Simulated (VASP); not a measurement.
# GaP (I-4m2) in VASP: further runs

GaP is run at these levels: PBEsol; tasks: single point.

All numbers are computed with VASP 6.6.1; they aren't measurements. Logs are shortened: lines on timing, memory, paths and dates and some standing lists are left out, and cuts for length are marked.

## Step 1: The cell of the first run

The structure is tetragonal, space group I-4m2 (No. 119). Conventional cell: a = 3.777 Å, b = 3.777 Å, c = 5.450 Å, α = 90.00°, β = 90.00°, γ = 90.00°. Within 3.1 Å of Ga (site symmetry -4m2) lie 4 P at 2.33 Å. Within 3.1 Å of P (site symmetry -4m2) lie 4 Ga at 2.33 Å.

## Step 2: Single point, PBEsol

INCAR

```
SYSTEM = GaP
PREC = Accurate ; ENCUT = 500
EDIFF = 1E-6 ; ISMEAR = -1
SIGMA = 0.05 ; LREAL = .FALSE.
LASPH = .TRUE. ; NELM = 120
ALGO = Normal ; ISIF = 2
LWAVE = .FALSE. ; LCHARG = .FALSE.
GGA = PS ; NBANDS = 16
GGA_COMPAT = .FALSE.
```

KPOINTS

```
regular mesh
0
G
  7 7 7
  0 0 0
```

POSCAR

```
GaP
1.0
    0.0000000000      2.6707450000      2.7252500000
    2.6707450000      0.0000000000      2.7252500000
    2.6707450000      2.6707450000      0.0000000000
Ga P
1 1
Direct
    0.0000000000      0.0000000000      0.0000000000
    0.7500000000      0.7500000000      0.7500000000
```

Potentials or basis: VASP PAW PBE potentials, release 64 (Ga_d, P).

Started as:

```sh
$ cat potpaw_PBE.64/Ga_d/POTCAR potpaw_PBE.64/P/POTCAR > POTCAR
$ mpirun -np 1 vasp_std > vasp.out
```

OUTCAR:

```text
SYSTEM = GaP
   PREC = Accurate
   ENCUT = 500
   EDIFF = 1E-6
   ISMEAR = -1
   LREAL = .FALSE.
   LASPH = .TRUE.
   NELM = 120
   ISIF = 2
   GGA = PS

 ion  position               nearest neighbor table
   1  0.000  0.000  0.000-   2 2.33   2 2.33   2 2.33   2 2.33
   2  0.750  0.750  0.750-   1 2.33   1 2.33   1 2.33   1 2.33

  LATTYP: Found a body centered tetragonal cell.
 ALAT       =     3.7770038006
 C/A-ratio  =     1.4430750636

  Lattice vectors:

 A1 = (  -2.6707450000,   0.0000000000,   2.7252500000)
 A2 = (   2.6707450000,   0.0000000000,   2.7252500000)
 A3 = (   0.0000000000,   2.6707450000,  -2.7252500000)

Analysis of symmetry for initial positions (statically):
=====================================================================
 Subroutine PRICEL returns:
 Original cell was already a primitive cell.

 Routine SETGRP: Setting up the symmetry group for a
 body centered tetragonal supercell.

 Subroutine GETGRP returns: Found  8 space group operations
 (whereof  8 operations were pure point group operations)
 out of a pool of 16 trial point group operations.

The static configuration has the point symmetry D_2d.

Analysis of symmetry for dynamics (positions and initial velocities):
=====================================================================
 Subroutine PRICEL returns:
 Original cell was already a primitive cell.

 Routine SETGRP: Setting up the symmetry group for a
 body centered tetragonal supercell.

 Subroutine GETGRP returns: Found  8 space group operations
 (whereof  8 operations were pure point group operations)
 out of a pool of 16 trial point group operations.

The dynamic configuration has the point symmetry D_2d.

 Subroutine INISYM returns: Found  8 space group operations
 (whereof  8 operations are pure point group operations),
 and found     1 'primitive' translations

----------------------------------------------------------------------------------------

                                     Primitive cell

  volume of cell :      38.8778

  direct lattice vectors                    reciprocal lattice vectors
     0.000000000  2.670745000  2.725250000    -0.187213680  0.187213680  0.183469406
     2.670745000  0.000000000  2.725250000     0.187213680 -0.187213680  0.183469406
     2.670745000  2.670745000  0.000000000     0.187213680  0.187213680 -0.183469406

  length of vectors
     3.815739302  3.815739302  3.777003801     0.322116357  0.322116357  0.322116357

  position of ions in fractional coordinates (direct lattice)
     0.000000000  0.000000000  0.000000000
     0.750000000  0.750000000  0.750000000

  ion indices of the primitive-cell ions
   primitive index   ion index
                 1           1
                 2           2

----------------------------------------------------------------------------------------

 KPOINTS: regular mesh

Automatic generation of k-mesh.
 Grid dimensions read from file:
 generate k-points for:    7    7    7

 Generating k-lattice:

  Cartesian coordinates                     Fractional coordinates (reciprocal lattice)
    -0.026744811  0.026744811  0.026209915     0.142857143  0.000000000  0.000000000
     0.026744811 -0.026744811  0.026209915     0.000000000  0.142857143  0.000000000
     0.026744811  0.026744811 -0.026209915     0.000000000  0.000000000  0.142857143

  Length of vectors
     0.046016622  0.046016622  0.046016622

  Shift w.r.t. Gamma in fractional coordinates (k-lattice)
     0.000000000  0.000000000  0.000000000

 Subroutine IBZKPT returns following result:
 ===========================================

 Found     40 irreducible k-points:

 Following reciprocal coordinates:
            Coordinates               Weight
  0.000000  0.000000  0.000000      1.000000
  0.142857  0.000000  0.000000      8.000000
  0.285714  0.000000  0.000000      8.000000
  0.428571  0.000000  0.000000      8.000000
  0.142857  0.142857  0.000000      2.000000
  0.285714  0.142857  0.000000      8.000000
[... 16 lines left out ...]
  0.428571  0.285714  0.142857      8.000000
 -0.428571  0.285714  0.142857     16.000000
 [... further k-points ...]
   k-points           NKPTS =     40   k-points in BZ     NKDIM =     40   number of bands    NBANDS=     16
   number of dos      NEDOS =    301   number of ions     NIONS =      2
   total plane-waves  NPLWV =  21952
   dimension x,y,z NGX =    28 NGY =   28 NGZ =   28
   dimension x,y,z NGXF=    56 NGYF=   56 NGZF=   56
   ions per type =               1   1
   NGX,Y,Z   is equivalent  to a cutoff of  12.20, 12.20, 12.32 a.u.
   NGXF,Y,Z  is equivalent  to a cutoff of  24.40, 24.40, 24.65 a.u.
 SYSTEM =  GaP
   PREC   = accura    normal or accurate (medium, high low for compatibility)
   ISTART =      0    job   : 0-new  1-cont  2-samecut
   ICHARG =      2    charge: 1-file 2-atom 10-const
   ISPIN  =      1    spin polarized calculation?
   LNONCOLLINEAR =      F non collinear calculations
   LSORBIT =      F    spin-orbit coupling
   LASPH  =      T    aspherical Exc in radial PAW
   ENCUT  =  500.0 eV  36.75 Ry    6.06 a.u.   6.96  6.96  6.89*2*pi/ulx,y,z
   NELM   =    120;   NELMIN=  2; NELMDL= -5     # of ELM steps
   EDIFF  = 0.1E-05   stopping-criterion for ELM
   LREAL  =      F    real-space projection
   EDIFFG = 0.1E-04   stopping-criterion for IOM
   NSW    =      0    number of steps for IOM
   IBRION =     -1    ionic relax: 0-MD 1-quasi-New 2-CG
   NFREE  =      0    steps in history (QN), initial steepest desc. (CG)
   ISIF   =      2    stress and relaxation
   ISYM   =      2    0-nonsym 1-usesym 2-fastsym
   POTIM  = 0.5000    time-step for ionic-motion
   TEBEG  =    0.0;   TEEND  =   0.0 temperature during run
   PSTRESS=    0.0 pullay stress
   NELECT =      18.0000    total number of electrons
   NUPDOWN=      -1.0000    fix difference up-down
   EMIN   =  10.00;   EMAX   =-10.00  energy-range for DOS
   EFERMI =   0.00;   METHOD = LEGACY
   ISMEAR =    -1;   SIGMA  =   0.05  broadening in eV -4-tet -1-fermi 0-gaus
   EFERMI_NEDOS =   21; number of points for ismear=-14 and -15
   IALGO  =     38    algorithm
   IMIX   =      4    mixing-type and parameters
     AMIX     =   0.40;   BMIX     =  1.00
     AMIX_MAG =   1.60;   BMIX_MAG =  1.00
  volume/ion in A,a.u.               =      19.44       131.18
  Fermi-wavevector in a.u.,A,eV,Ry     =   1.266481  2.393302 21.823385  1.603974
  Thomas-Fermi vector in A             =   2.399679
   LORBIT       =      0    0 simple, 1 ext, 2 COOP (PROOUT), +10 PAW based schemes
   GGA     = PS    functional components
   LHFCALC =     F    Hartree Fock is set to
   AEXX    =    0.0000 exact exchange contribution
   IVDW    =     0    specifies the selected vdW correction
   LEPSILON=     F    determine dielectric tensor
   LRPA    =     F    only Hartree local field effects (RPA)
 non-spin polarized calculation
  energy-cutoff  :      500.00
  volume of cell :       38.88
 maximum number of plane-waves:      1002
   NGX = 13   NGY = 13   NGZ = 13

 number of electron      17.9999992 magnetization

 Free energy of the ion-electron system (eV)
  ---------------------------------------------------
  ext. energy  EPLUGINS =         0.00000000
  ---------------------------------------------------
  free energy    TOTEN  =        -9.90227823 eV

  energy without entropy =       -9.90227817  energy(sigma->0) =       -9.90227820

 E-fermi :   5.6628     XC(G=0): -10.2050

 val. band max:        5.0333679530   @ k =   0.0000   0.0000   0.0000
 cond. band min:       6.3249140191   @ k =   0.4286   0.0000   0.4286
 fundamental gap:      1.2915460661
 Fermi energy:         5.6627635285

 k-point     1 :       0.0000    0.0000    0.0000
  band No.  band energies     occupation
      1      -9.6314      2.00000
      2      -9.6252      2.00000
      3      -9.6252      2.00000
      4      -9.5147      2.00000
      5      -9.5129      2.00000
      6      -7.8441      2.00000
[... 8 lines left out ...]
     15      14.6243      0.00000
     16      15.0128      0.00000

 k-point     2 :       0.1429    0.0000    0.0000
  band No.  band energies     occupation
      1      -9.6492      2.00000
      2      -9.6222      2.00000
      3      -9.6184      2.00000
      4      -9.5151      2.00000
      5      -9.5126      2.00000
      6      -7.5642      2.00000
[... 8 lines left out ...]
     15      14.1713      0.00000
     16      14.8629      0.00000

 k-point     3 :       0.2857    0.0000    0.0000
  band No.  band energies     occupation
      1      -9.6910      2.00000
      2      -9.6092      2.00000
      3      -9.6054      2.00000
      4      -9.5135      2.00000
      5      -9.5093      2.00000
      6      -6.7869      2.00000
[... 8 lines left out ...]
     15      14.1924      0.00000
     16      14.7049      0.00000

 k-point     4 :       0.4286    0.0000    0.0000
  band No.  band energies     occupation
      1      -9.7203      2.00000
      2      -9.6018      2.00000
      3      -9.5979      2.00000
      4      -9.5091      2.00000
      5      -9.5034      2.00000
      6      -5.8228      2.00000
[... 8 lines left out ...]
     15      15.9663      0.00000
     16      16.1301      0.00000
[... 324 lines left out ...]
 k-point    22 :      -0.1429   -0.0000    0.1429
  band No.  band energies     occupation
      1      -9.6765      2.00000
      2      -9.6132      2.00000
      3      -9.6064      2.00000
      4      -9.5174      2.00000
      5      -9.5103      2.00000
      6      -7.1213      2.00000
[... 8 lines left out ...]
     15      14.6895      0.00000
     16      16.2822      0.00000

 k-point    23 :       0.4286    0.2857    0.1429
  band No.  band energies     occupation
      1      -9.7178      2.00000
      2      -9.5916      2.00000
      3      -9.5841      2.00000
      4      -9.5260      2.00000
      5      -9.5045      2.00000
      6      -6.1605      2.00000
[... 8 lines left out ...]
     15      17.1216      0.00000
     16      17.6601      0.00000

 k-point    24 :      -0.4286    0.2857    0.1429
  band No.  band energies     occupation
      1      -9.7305      2.00000
      2      -9.5902      2.00000
      3      -9.5743      2.00000
      4      -9.5221      2.00000
      5      -9.5068      2.00000
      6      -5.2706      2.00000
[... 8 lines left out ...]
     15      16.4609      0.00000
     16      18.2022      0.00000

 [... further k-points ...]
[... 5 lines left out ...]
  --------------------------------------------------------------------------------------
  -------------------------------------------------------------------------------------
  Total        0.8500044      0.8500044      0.4671736      0.0000000      0.0000000      0.0000000
  in kB       35.0292298     35.0292298     19.2525235      0.0000000      0.0000000      0.0000000
  external PRESSURE =      29.7703277 kB  Pullay stress =       0.0000000 kB

 VOLUME and BASIS-vectors are now :
 -----------------------------------------------------------------------------
  energy-cutoff  :      500.00
  volume of cell :       38.88
      direct lattice vectors                 reciprocal lattice vectors
     0.000000000  2.670745000  2.725250000    -0.187213680  0.187213680  0.183469406
     2.670745000  0.000000000  2.725250000     0.187213680 -0.187213680  0.183469406
     2.670745000  2.670745000  0.000000000     0.187213680  0.187213680 -0.183469406

 POSITION                                       TOTAL-FORCE (eV/Angst)
 -----------------------------------------------------------------------------------
      0.00000      0.00000      0.00000        -0.000000      0.000000     -0.000000
      4.00612      4.00612      4.08788         0.000000     -0.000000      0.000000
 -----------------------------------------------------------------------------------
    total drift:                               -0.000000     -0.000000     -0.000000

  FREE ENERGIE OF THE ION-ELECTRON SYSTEM (eV)
  ---------------------------------------------------
  free  energy   TOTEN  =        -9.9022782284 eV

  energy  without entropy=       -9.9022781692  energy(sigma->0) =       -9.90227820
```

Wall time 27 s (1 thread of Intel Xeon Platinum 8375C at 2.90GHz (Ice Lake), shared host); peak memory 0.16 GiB.

Results:

- Free energy: -9.9023 eV
- Pressure: 3.0 GPa
- Band gap on the k mesh: 1.29 eV, indirect (least direct gap 2.04 eV)

Caveat: the PAW data sets were made with another functional, which shifts forces and pressure a little. PBEsol gaps usually lie below the measured ones, often by a third to a half.

(Continued in part 2 of 3.)
